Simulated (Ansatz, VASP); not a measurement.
**One calculation of MgS, two programs**

File INCAR:

```
SYSTEM = MgS
PREC = Accurate
ENCUT = 600
EDIFF = 1E-6
ISMEAR = 0
SIGMA = 0.02
LREAL = .False.
LASPH = .True.
NELM = 120
ALGO = Normal
ISIF = 2
LWAVE = .False.
LCHARG = .False.
GGA = CA
NBANDS = 11
GGA_COMPAT = .False.
```

KPOINTS

```
Automatic mesh
0
Gamma
  8 8 8
  0 0 0
```

Contents of POSCAR:

```
MgS
1.0
    0.0000000000      2.7969475113      2.7969475113
    2.7969475113      0.0000000000      2.7969475113
    2.7969475113      2.7969475113      0.0000000000
Mg S
1 1
Direct
    0.0000000000      0.0000000000      0.0000000000
    0.2500000000      0.2500000000      0.2500000000
```

Input for Ansatz:

```yaml
crystal:
  lattice:
    - [0.0, 2.7969475113, 2.7969475113]
    - [2.7969475113, 0.0, 2.7969475113]
    - [2.7969475113, 2.7969475113, 0.0]
  atoms:
    - { symbol: Mg, position: [0.0, 0.0, 0.0] }
    - { symbol: S, position: [0.25, 0.25, 0.25] }
basis:
  ecutwfc: 420
kpoints:
  mp_grid: { grid: [8, 8, 8] }
  band_path:
    path:
      - [[0.0, 0.0, 0.0], [-0.5, -0.5, 0.0], [-0.375, -0.375, 0.25]]
      - [[-0.375, 0.0, 0.375], [0.0, 0.0, 0.0], [0.0, 0.0, 0.5], [-0.5, -0.25, 0.25], [-0.5, -0.5, 0.0]]
    npoints: 10
hamiltonian:
  xc: lda
  pseudopotentials: { kind: paw, azcp: { folder: soft_1 } }
scf:
  occupations: { method: gaussian, width: 0.02 }
  n_extra_bands: 7
output:
  forces: true
  stress: true
  eigenvalues: true
  write_density: true
  write_potential: true
  elf: true
  volumetric_format: npy
```

Alike in both runs: task single point; functional LDA; k mesh 8 × 8 × 8; occupations gaussian, width 0.02 eV; no spin polarisation.

|  | VASP | Ansatz |
| --- | --- | --- |
| version | VASP 6.6.1 | Ansatz 0.2.0 |
| potentials or method | VASP PAW LDA potentials, release 64 (Mg, S), cutoff 600 eV | scalar-relativistic, plane waves, PAW |
| valence electrons in the cell | 8 | 16 |

|  | VASP | Ansatz | Ansatz less VASP |
| --- | --- | --- | --- |
| gap on the k mesh at the Fermi level (eV) | 3.38 | 3.36 | -0.012 |
| least direct gap on the mesh (eV) | 3.38 | 3.36 | -0.012 |
| pressure (GPa) | -0.3 | 0.0 | +0.32 |

Ansatz warns that its potentials were made for another functional, while VASP's fit it. LDA's correlation is that of Perdew and Zunger in VASP and of Perdew and Wang (1992) in Ansatz. VASP's potentials hold 8 valence electrons a cell and Ansatz's 16, so a difference there can come from the potentials and not from the codes.
